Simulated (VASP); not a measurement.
Here is a VASP 6.6.1 calculation.

INCAR

```
ALGO = Normal
EDIFF = 1E-6
ENCUT = 500
GGA = PE
GGA_COMPAT = False
ISIF = 2
ISMEAR = -1
LASPH = True
LCHARG = True
LELF = True
LREAL = False
LVHAR = True
LWAVE = False
NBANDS = 32
NELM = 120
PREC = Accurate
SIGMA = 0.1
```

Contents of KPOINTS:

```
k-points
0
Gamma
  12 12 4
```

The input POSCAR:

```
Hg
1.0
    3.5672285175      0.0000000000      0.0000000000
   -1.7836142588      3.0893105173      0.0000000000
    0.0000000000      0.0000000000     11.3007975671
Hg
4
Direct
    0.0000000000      1.0000000000      0.0000000000
    0.0000000000      1.0000000000      0.5000000000
    0.3333333333      0.6666666667      0.2500000000
    0.6666666667      0.3333333333      0.7500000000
```

Potentials or basis: VASP PAW PBE potentials, release 64 (Hg).

Run with:

```sh
$ cat potpaw_PBE.64/Hg/POTCAR > POTCAR
$ mpirun -np 1 vasp_std > vasp.out
```

(1) Estimate the pressure.

Answers

(1) 0.0 GPa.
